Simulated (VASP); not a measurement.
NaH: single point with PBEsol

The system is NaH.

```
CELL_PARAMETERS angstrom
0.00000 2.47211 2.47211
2.47211 0.00000 2.47211
2.47211 2.47211 0.00000
ATOMIC_POSITIONS crystal
Na 0.00000 0.00000 0.00000
H 0.50000 0.50000 0.50000
```

This cell differs from its parent crystal: volume scaled by 1.04.

```yaml
Program: VASP 6.6.1
Task: single point
Functional: PBEsol
Potentials_or_basis: VASP PAW PBE potentials, release 64 (Na_pv, H)
Cutoff: 520 eV
k_mesh: 9 × 9 × 9
Occupations: fermi-dirac, width 0.05 eV
Spin: no spin polarisation
```

```json
{
 "Pressure": "-1.9 GPa",
 "Band gap on the k mesh": "3.75 eV, indirect (least direct gap 4.46 eV)"
}
```

Levels at points of the mesh, in eV from the valence-band top:
| k point | band 1 | band 2 | band 3 | band 4 | band 5 | band 6 | band 7 | band 8 |
| --- | --- | --- | --- | --- | --- | --- | --- | --- |
| (0.00, 0.00, 0.00) | -22.06 | -22.06 | -22.06 | -3.47 | 9.89 | 14.96 | 14.96 | 14.96 |

Run time: 16 s on 1 thread of Intel(R) Xeon(R) Platinum 8259CL CPU @ 2.50GHz (Skylake/Cascade Lake) (shared host), peak memory 0.15 GiB.

Caveat: the PAW data sets were made with another functional, which shifts forces and pressure a little. A k mesh can miss the band edges.
